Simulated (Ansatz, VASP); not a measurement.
**SrCl2 in VASP and in Ansatz**

```
Sr Cl
1.0
     0.00000    3.04486    4.56730
     3.04486    0.00000    4.56730
     3.04486    3.04486    0.00000
Sr Cl
1 2
Cartesian
  0.0000 0.0000 0.0000
  1.5224 1.5224 2.2836
  4.5673 4.5673 6.8509
```

Alike in both runs: task single point; functional PBE; k mesh 6 × 6 × 6; occupations gaussian, width 0.05 eV; no spin polarisation.

|  | VASP | Ansatz |
| --- | --- | --- |
| version | VASP 6.6.1 | Ansatz 0.2.0 |
| potentials or method | VASP PAW PBE potentials, release 64 (Sr_sv, Cl), cutoff 520 eV | scalar-relativistic, plane waves, PAW |
| valence electrons in the cell | 24 | 24 |

```csv
,VASP,Ansatz,Ansatz less VASP
gap on the k mesh at the Fermi level (eV),1.19,1.19,0.000
least direct gap on the mesh (eV),1.66,1.66,0.000
pressure (GPa),2.3,2.2,-0.05
"traceless stress, the component that is largest in VASP (GPa)",-17.99,-18.06,-0.067
```
